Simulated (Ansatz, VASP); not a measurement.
**Two plane-wave programs on TaTi5N6**

```xyz
12
Lattice="3.0289 0.0000 0.0000 0.0000 3.0287 -0.0004 0.0000 -0.0001 12.8420" Properties=species:S:1:pos:R:3 pbc="T T T"
Ti    0.0000    0.0000    0.0000
Ti    1.5145    1.5143    2.1233
Ti    0.0000   -0.0001    4.2074
Ti    0.0000   -0.0001    8.6346
Ti    1.5145    1.5143   10.7183
Ta    1.5145    1.5143    6.4207
N     0.0000    0.0000    2.1138
N     1.5145    1.5143    4.2438
N     0.0000    0.0000    6.4210
N     1.5145    1.5143    8.5977
N     0.0000   -0.0001   10.7281
N     1.5145    1.5143   -0.0002
```

Change from the starting cell: cell x1, atoms moved at random (sigma 0.05 Å) and cell strained at random (1.5 %), then relaxed without symmetry.

Alike in both runs: functional PBE; k mesh 8 × 8 × 2; occupations gaussian, width 0.2 eV; no spin polarisation.

Ansatz relaxed the structure, and its values are those at the end. VASP's run is a single point on that final structure, the one shown.

|  | VASP | Ansatz |
| --- | --- | --- |
| version | VASP 6.6.1 | Ansatz 0.2.0 |
| potentials or method | VASP PAW PBE potentials, release 64 (Ti_sv, Ta_pv, N), cutoff 520 eV | scalar-relativistic, plane waves, PAW |
| valence electrons in the cell | 101 | 103 |

Ansatz gave:

* gap on the k mesh at the Fermi level (eV): none
* pressure (GPa): 0.0

**Question.** Which values does VASP return?

**Answer.** gap on the k mesh at the Fermi level (eV): none; pressure (GPa): 0.5.

A gap of «none» marks a metal or a gap that the smearing closes. The functional is the same, so the differences come from potentials, cutoffs and numerics. VASP's potentials hold 101 valence electrons a cell and Ansatz's 103, so a difference there can come from the potentials and not from the codes.

Neither program's run includes spin-orbit coupling.
